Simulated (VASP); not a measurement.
Wanted: the native input for a VASP 6.6.1 run.

| Quantity | Value |
| --- | --- |
| Task | single point |
| Functional | PBEsol |
| Potentials or basis | VASP PAW PBE potentials, release 64 (B, N) |
| Cutoff | 520 eV |
| k mesh | 10 × 10 × 10 |
| Occupations | gaussian, width 0.01 eV |
| Spin | no spin polarisation |
| Dipole correction | no |
| Further INCAR settings | ALGO = Normal; EDIFF = 1e-07; NBANDS = 11 |

The structure of BN (Qingsongite) lies in POSCAR:

```
BN
1.0
    0.0000000000      1.8770866178      1.8770866178
    1.8770866178      0.0000000000      1.8770866178
    1.8770866178      1.8770866178      0.0000000000
B N
1 1
Direct
    0.0000000000      0.0000000000      0.0000000000
    0.2500000000      0.2500000000      0.2500000000
```

One way to write it, as run:

INCAR

```
SYSTEM = BN
PREC     = Accurate       ! precision mode
ENCUT    = 520            ! plane-wave cutoff, eV
EDIFF    = 1E-7           ! SCF threshold, eV
ISMEAR   = 0              ! smearing method
SIGMA    = 0.01           ! smearing width, eV
LREAL    = .False.        ! projectors in reciprocal space
LASPH    = .True.         ! aspherical terms in the spheres
NELM     = 60             ! most SCF steps
ALGO     = Normal         ! electronic algorithm
ISIF     = 2              ! what is computed and relaxed
LWAVE    = .False.        ! write WAVECAR
LCHARG   = .False.        ! write CHGCAR
GGA      = PS             ! functional
NBANDS   = 11             ! bands
```

KPOINTS

```
Automatic mesh
0
Gamma
  10 10 10
  0 0 0
```

Potentials or basis: VASP PAW PBE potentials, release 64 (B, N).

Command:

```sh
$ cat potpaw_PBE.64/B/POTCAR potpaw_PBE.64/N/POTCAR > POTCAR
$ mpirun -np 1 vasp_std > vasp.out
```

Results of the run:

| Quantity | Value |
| --- | --- |
| Pressure | -37.1 GPa |
| Band gap on the k mesh | 4.15 eV, indirect (least direct gap 8.23 eV) |

Caveat: the PAW data sets were made with another functional, which shifts forces and pressure a little.

Wall time 3 s on 1 thread of Intel(R) Xeon(R) 6975P-C (Granite Rapids), with other jobs on the host, peak memory 0.12 GiB.
